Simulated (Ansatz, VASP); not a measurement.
# Mg3SiO in VASP and in Ansatz

```
Si O Mg
1.0
     4.30341    0.00000    0.00000
     0.00000    4.30341    0.00000
     0.00000    0.00000    4.30341
Si O Mg
1 1 3
Direct
  0.00000 0.00000 0.00000
  0.50000 0.50000 0.50000
  0.50000 0.50000 0.00000
  0.50000 0.00000 0.50000
  0.00000 0.50000 0.50000
```

Alike in both runs: task single point; functional PBE; k mesh 6 × 6 × 6; occupations fermi-dirac, width 0.02 eV; no spin polarisation.

|  | VASP | Ansatz |
| --- | --- | --- |
| version | VASP 6.6.1 | Ansatz 0.2.0 |
| potentials or method | VASP PAW PBE potentials, release 64 (Si, O, Mg) | plane waves, PAW |
| plane-wave cutoff (eV) | 520 | 420 |
| valence electrons in the cell | 16 | 40 |

Ansatz gave:

* pressure (GPa): -4.1

Problem. Estimate VASP's values.

Solution. Pressure (GPa): -4.4.

VASP's potentials hold 16 valence electrons a cell and Ansatz's 40, so a difference there can come from the potentials and not from the codes.
